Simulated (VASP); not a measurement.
# AlH7 (Im-3m) in VASP: relaxation of cell and atoms with PBE

Aim: the relaxation of cell and atoms of AlH7 with PBE.

All numbers are computed with VASP 6.6.1; they aren't measurements. Logs are shortened: lines on timing, memory, paths and dates and some standing lists are left out, and cuts for length are marked.

## 1. The cell of the first run

It takes space group Im-3m (No. 229, cubic). Conventional cell: a = 5.231 Å, b = 5.231 Å, c = 5.231 Å, α = 90.00°, β = 90.00°, γ = 90.00°. Al (site symmetry m-3m) has 14 H at 2.26 to 2.62 Å within 3.0 Å. Within 3.0 Å of H (site symmetry 4/mmm) lie 12 H at 2.26 to 2.62 Å and 2 Al at 2.62 Å. Within 3.0 Å of H (site symmetry -3m) lie 2 Al at 2.26 Å and 12 H at 2.26 to 2.62 Å.

The cell was generated, and may not be a known phase.

## 2. Relaxation of cell and atoms, PBE

Contents of INCAR:

```
PREC = Accurate
ENCUT = 500
EDIFF = 1E-7
ISMEAR = 0
SIGMA = 0.2
LREAL = F
LASPH = T
NELM = 120
ALGO = Normal
ISIF = 3
LWAVE = F
LCHARG = F
GGA = PE
IBRION = 2
NSW = 36
EDIFFG = -0.08
GGA_COMPAT = F
NELMIN = 4
```

Contents of KPOINTS:

```
Automatic mesh
0
Gamma
  4 4 4
```

Contents of POSCAR:

```
AlH7
1.0
   -2.6153843500      2.6153843500      2.6153843500
    2.6153843500     -2.6153843500      2.6153843500
    2.6153843500      2.6153843500     -2.6153843500
Al H
1 7
Direct
    0.0000000000      0.0000000000      0.0000000000
    0.0000000000      0.5000000000      0.5000000000
    0.5000000000      0.5000000000      0.0000000000
    0.5000000000      0.0000000000      0.5000000000
    0.0000000000      0.0000000000      0.5000000000
    0.0000000000      0.5000000000      0.0000000000
    0.5000000000      0.0000000000      0.0000000000
    0.5000000000      0.5000000000      0.5000000000
```

Potentials or basis: VASP PAW PBE potentials, release 64 (Al, H).

Run with:

```bash
$ cat potpaw_PBE.64/Al/POTCAR potpaw_PBE.64/H/POTCAR > POTCAR
$ mpirun -np 1 vasp_std > vasp.out
```

OUTCAR:

```text
PREC = Accurate
   ENCUT = 500
   EDIFF = 1E-7
   ISMEAR = 0
   LREAL = F
   LASPH = T
   NELM = 120
   ISIF = 3
   GGA = PE
   IBRION = 2
   NSW = 36
   EDIFFG = -0.08
   NELMIN = 4

 ion  position               nearest neighbor table
   1  0.000  0.000  0.000-
   2  0.000  0.500  0.500-
   3  0.500  0.500  0.000-
   4  0.500  0.000  0.500-
   5  0.000  0.000  0.500-
   6  0.000  0.500  0.000-
   7  0.500  0.000  0.000-
   8  0.500  0.500  0.500-

  LATTYP: Found a body centered cubic cell.
 ALAT       =     5.2307687000

  Lattice vectors:

 A1 = (  -2.6153843500,   2.6153843500,   2.6153843500)
 A2 = (   2.6153843500,  -2.6153843500,   2.6153843500)
 A3 = (   2.6153843500,   2.6153843500,  -2.6153843500)

Analysis of symmetry for initial positions (statically):
=====================================================================
 Subroutine PRICEL returns:
 Original cell was already a primitive cell.

 Routine SETGRP: Setting up the symmetry group for a
 body centered cubic supercell.

 Subroutine GETGRP returns: Found 48 space group operations
 (whereof 48 operations were pure point group operations)
 out of a pool of 48 trial point group operations.

The static configuration has the point symmetry O_h .

Analysis of symmetry for dynamics (positions and initial velocities):
=====================================================================
 Subroutine PRICEL returns:
 Original cell was already a primitive cell.

 Routine SETGRP: Setting up the symmetry group for a
 body centered cubic supercell.

 Subroutine GETGRP returns: Found 48 space group operations
 (whereof 48 operations were pure point group operations)
 out of a pool of 48 trial point group operations.

The dynamic configuration has the point symmetry O_h .

 Subroutine INISYM returns: Found 48 space group operations
 (whereof 48 operations are pure point group operations),
 and found     1 'primitive' translations

----------------------------------------------------------------------------------------

                                     Primitive cell

  volume of cell :      71.5594

  direct lattice vectors                    reciprocal lattice vectors
    -2.615384350  2.615384350  2.615384350     0.000000000  0.191176490  0.191176490
     2.615384350 -2.615384350  2.615384350     0.191176490  0.000000000  0.191176490
     2.615384350  2.615384350 -2.615384350     0.191176490  0.191176490  0.000000000

  length of vectors
     4.529978576  4.529978576  4.529978576     0.270364385  0.270364385  0.270364385

  position of ions in fractional coordinates (direct lattice)
     0.000000000  0.000000000  0.000000000
     0.000000000  0.500000000  0.500000000
     0.500000000  0.500000000  0.000000000
     0.500000000  0.000000000  0.500000000
     0.000000000  0.000000000  0.500000000
     0.000000000  0.500000000  0.000000000
     0.500000000  0.000000000  0.000000000
     0.500000000  0.500000000  0.500000000

  ion indices of the primitive-cell ions
   primitive index   ion index
                 1           1
                 2           2
                 3           3
                 4           4
                 5           5
                 6           6
                 7           7
                 8           8

----------------------------------------------------------------------------------------

 KPOINTS: Automatic mesh

Automatic generation of k-mesh.
 Grid dimensions read from file:
 generate k-points for:    4    4    4

 Generating k-lattice:

  Cartesian coordinates                     Fractional coordinates (reciprocal lattice)
     0.000000000  0.047794122  0.047794122     0.250000000  0.000000000  0.000000000
     0.047794122  0.000000000  0.047794122     0.000000000  0.250000000  0.000000000
     0.047794122  0.047794122  0.000000000     0.000000000  0.000000000  0.250000000

  Length of vectors
     0.067591096  0.067591096  0.067591096

  Shift w.r.t. Gamma in fractional coordinates (k-lattice)
     0.000000000  0.000000000  0.000000000

 Subroutine IBZKPT returns following result:
 ===========================================

 Found      8 irreducible k-points:

 Following reciprocal coordinates:
            Coordinates               Weight
  0.000000  0.000000  0.000000      1.000000
  0.250000  0.000000  0.000000     12.000000
  0.500000  0.000000  0.000000      6.000000
  0.250000  0.250000  0.000000     24.000000
  0.250000  0.250000  0.250000      2.000000
 -0.250000  0.250000  0.250000      6.000000
  0.500000  0.500000  0.250000     12.000000
  0.500000  0.500000  0.500000      1.000000
   k-points           NKPTS =      8   k-points in BZ     NKDIM =      8   number of bands    NBANDS=     10
   number of dos      NEDOS =    301   number of ions     NIONS =      8
   total plane-waves  NPLWV =  46656
   dimension x,y,z NGX =    36 NGY =   36 NGZ =   36
   dimension x,y,z NGXF=    72 NGYF=   72 NGZF=   72
   ions per type =               1   7
   NGX,Y,Z   is equivalent  to a cutoff of  13.21, 13.21, 13.21 a.u.
   NGXF,Y,Z  is equivalent  to a cutoff of  26.42, 26.42, 26.42 a.u.
 SYSTEM =  unknown system
   PREC   = accura    normal or accurate (medium, high low for compatibility)
   ISTART =      0    job   : 0-new  1-cont  2-samecut
   ICHARG =      2    charge: 1-file 2-atom 10-const
   ISPIN  =      1    spin polarized calculation?
   LNONCOLLINEAR =      F non collinear calculations
   LSORBIT =      F    spin-orbit coupling
   LASPH  =      T    aspherical Exc in radial PAW
   ENCUT  =  500.0 eV  36.75 Ry    6.06 a.u.   8.26  8.26  8.26*2*pi/ulx,y,z
   NELM   =    120;   NELMIN=  4; NELMDL= -5     # of ELM steps
   EDIFF  = 0.1E-06   stopping-criterion for ELM
   LREAL  =      F    real-space projection
   EDIFFG = -.8E-01   stopping-criterion for IOM
   NSW    =     36    number of steps for IOM
   IBRION =      2    ionic relax: 0-MD 1-quasi-New 2-CG
   NFREE  =      1    steps in history (QN), initial steepest desc. (CG)
   ISIF   =      3    stress and relaxation
   ISYM   =      2    0-nonsym 1-usesym 2-fastsym
   POTIM  = 0.5000    time-step for ionic-motion
   TEBEG  =    0.0;   TEEND  =   0.0 temperature during run
   PSTRESS=    0.0 pullay stress
   NELECT =      10.0000    total number of electrons
   NUPDOWN=      -1.0000    fix difference up-down
   EMIN   =  10.00;   EMAX   =-10.00  energy-range for DOS
   EFERMI =   0.00;   METHOD = LEGACY
   ISMEAR =     0;   SIGMA  =   0.20  broadening in eV -4-tet -1-fermi 0-gaus
   EFERMI_NEDOS =   21; number of points for ismear=-14 and -15
   IALGO  =     38    algorithm
   IMIX   =      4    mixing-type and parameters
     AMIX     =   0.40;   BMIX     =  1.00
     AMIX_MAG =   1.60;   BMIX_MAG =  1.00
  volume/ion in A,a.u.               =       8.94        60.36
  Fermi-wavevector in a.u.,A,eV,Ry     =   0.849544  1.605406  9.819670  0.721725
  Thomas-Fermi vector in A             =   1.965382
   LORBIT       =      0    0 simple, 1 ext, 2 COOP (PROOUT), +10 PAW based schemes
   GGA     = PE    functional components
   LHFCALC =     F    Hartree Fock is set to
   AEXX    =    0.0000 exact exchange contribution
   IVDW    =     0    specifies the selected vdW correction
   LEPSILON=     F    determine dielectric tensor
   LRPA    =     F    only Hartree local field effects (RPA)
 conjugate gradient relaxation of ions
 non-spin polarized calculation
 Gauss-broadening in eV      SIGMA  =   0.20
  energy-cutoff  :      500.00
  volume of cell :       71.56
 maximum number of plane-waves:      1865
 NGX is ok and might be reduce to    36
   NGX = 17   NGY = 17   NGZ = 17

--------------------------------------- Ionic step        1  -------------------------------------------

 number of electron      10.0000003 magnetization

 Free energy of the ion-electron system (eV)
  ---------------------------------------------------
  ext. energy  EPLUGINS =         0.00000000
  ---------------------------------------------------
  free energy    TOTEN  =       -16.93387669 eV

  energy without entropy =      -16.90288102  energy(sigma->0) =      -16.91837886

 E-fermi :  -0.3332     XC(G=0):  -8.4035

 val. band max:       -0.3717553835   @ k =   0.2500   0.0000   0.0000
 cond. band min:      -0.2953599931   @ k =   0.0000   0.0000   0.0000
 fundamental gap:      0.0763953904
 Fermi energy:        -0.3331892983

 k-point     1 :       0.0000    0.0000    0.0000
  band No.  band energies     occupation
      1      -8.6074      2.00000
      2      -0.9506      1.99999
      3      -0.9506      1.99999
      4      -0.9506      1.99999
      5      -0.2954      0.78909
      6      -0.2954      0.78909
      7       1.0752      0.00000
      8       2.4515      0.00000
      9       2.4515      0.00000
     10       2.4515      0.00000
[... 348 lines left out ...]
 POSITION                                       TOTAL-FORCE (eV/Angst)
 -----------------------------------------------------------------------------------
      0.00000      0.00000      0.00000         0.000000      0.000000     -0.000000
      2.18097      0.00000      0.00000        -0.000000     -0.000000     -0.000000
      0.00000      0.00000      2.18097        -0.000000     -0.000000     -0.000000
      0.00000      2.18097      0.00000        -0.000000     -0.000000      0.000000
      1.09049      1.09049     -1.09049         0.000000      0.000000     -0.000000
      1.09049     -1.09049      1.09049         0.000000      0.000000      0.000000
     -1.09049      1.09049      1.09049        -0.000000     -0.000000     -0.000000
      1.09049      1.09049      1.09049         0.000000     -0.000000      0.000000
 -----------------------------------------------------------------------------------
    total drift:                               -0.000000     -0.000000      0.000000

  FREE ENERGIE OF THE ION-ELECTRON SYSTEM (eV)
  ---------------------------------------------------
  free  energy   TOTEN  =       -20.1226925711 eV

  energy  without entropy=      -20.0952877265  energy(sigma->0) =      -20.10899015

--------------------------------------- Ionic step        5  -------------------------------------------

 number of electron      10.0000001 magnetization

 Free energy of the ion-electron system (eV)
  ---------------------------------------------------
  ext. energy  EPLUGINS =         0.00000000
  ---------------------------------------------------
  free energy    TOTEN  =       -20.16316276 eV

  energy without entropy =      -20.13567184  energy(sigma->0) =      -20.14941730

 E-fermi :   3.6681     XC(G=0): -10.3989

 val. band max:        3.6063408669   @ k =   0.2500   0.0000   0.0000
 cond. band min:       3.7428803621   @ k =   0.0000   0.0000   0.0000
 fundamental gap:      0.1365394952
 Fermi energy:         3.6680774760

 k-point     1 :       0.0000    0.0000    0.0000
  band No.  band energies     occupation
      1      -9.2878      2.00000
      2       2.5768      2.00000
      3       2.5768      2.00000
      4       2.5768      2.00000
      5       3.7429      0.59685
      6       3.7429      0.59685
      7       7.4667      0.00000
      8       7.4667      0.00000
      9       7.4667      0.00000
     10       8.0259      0.00000
[... 111 lines left out ...]
 POSITION                                       TOTAL-FORCE (eV/Angst)
 -----------------------------------------------------------------------------------
      0.00000      0.00000      0.00000        -0.000000     -0.000000      0.000000
      2.14297      0.00000      0.00000        -0.000000     -0.000000      0.000000
      0.00000      0.00000      2.14297        -0.000000     -0.000000      0.000000
      0.00000      2.14297      0.00000         0.000000     -0.000000      0.000000
      1.07148      1.07148     -1.07148        -0.000000     -0.000000     -0.000000
      1.07148     -1.07148      1.07148        -0.000000     -0.000000     -0.000000
     -1.07148      1.07148      1.07148        -0.000000      0.000000      0.000000
      1.07148      1.07148      1.07148         0.000000      0.000000     -0.000000
 -----------------------------------------------------------------------------------
    total drift:                               -0.000000     -0.000000      0.000000

  FREE ENERGIE OF THE ION-ELECTRON SYSTEM (eV)
  ---------------------------------------------------
  free  energy   TOTEN  =       -20.1631627593 eV

  energy  without entropy=      -20.1356718372  energy(sigma->0) =      -20.14941730

 reached required accuracy - stopping structural energy minimisation
```

Wall time 56 s (1 thread of Intel Xeon 8259CL, shared host); peak memory 0.17 GiB.

What came out:

```yaml
Free_energy: -20.1632 eV
Relaxed_volume: 4.92 Å³/atom
Relaxed_cell: a = 3.712 Å, b = 3.712 Å, c = 3.712 Å, α = 109.47°, β = 109.47°, γ = 109.47°
Space_group_after_relaxing_to_0.1_Å: Im-3m (No. 229)
Energy_gained_by_relaxing: 403.7 meV/atom
Ionic_steps: 5
Pressure_after_relaxing: -0.6 GPa
Band_gap_on_the_k_mesh: zero (bands 5 and 6 overlap by 7.24 eV)
```

Step by step:
```tsv
step	energy change (eV)	largest force (eV/Å)	pressure (GPa)	volume (Å³)
1	0.0000	0.0000	-20.16	71.56
2	-1.3902	0.0000	-19.82	60.53
3	-3.0139	0.0000	15.96	34.33
4	-3.1888	0.0000	-5.25	41.50
5	-3.2293	0.0000	-0.64	39.36
```

Final structure:
```
Al H
1.0
    -2.14297    2.14297    2.14297
     2.14297   -2.14297    2.14297
     2.14297    2.14297   -2.14297
Al H
1 7
Direct
  0.00000 0.00000 0.00000
  0.00000 0.50000 0.50000
  0.50000 0.50000 0.00000
  0.50000 0.00000 0.50000
  0.00000 0.00000 0.50000
  0.00000 0.50000 0.00000
  0.50000 0.00000 0.00000
  0.50000 0.50000 0.50000
```

Caveat: the k points lie up to 0.52 Å⁻¹ apart in the final cell, too coarse for converged energies and pressures of a metal; the volume moved by over 15 % at a fixed basis, so the end points are rough.

The gap in the log of VASP goes by the Fermi energy; the results here count the filled bands.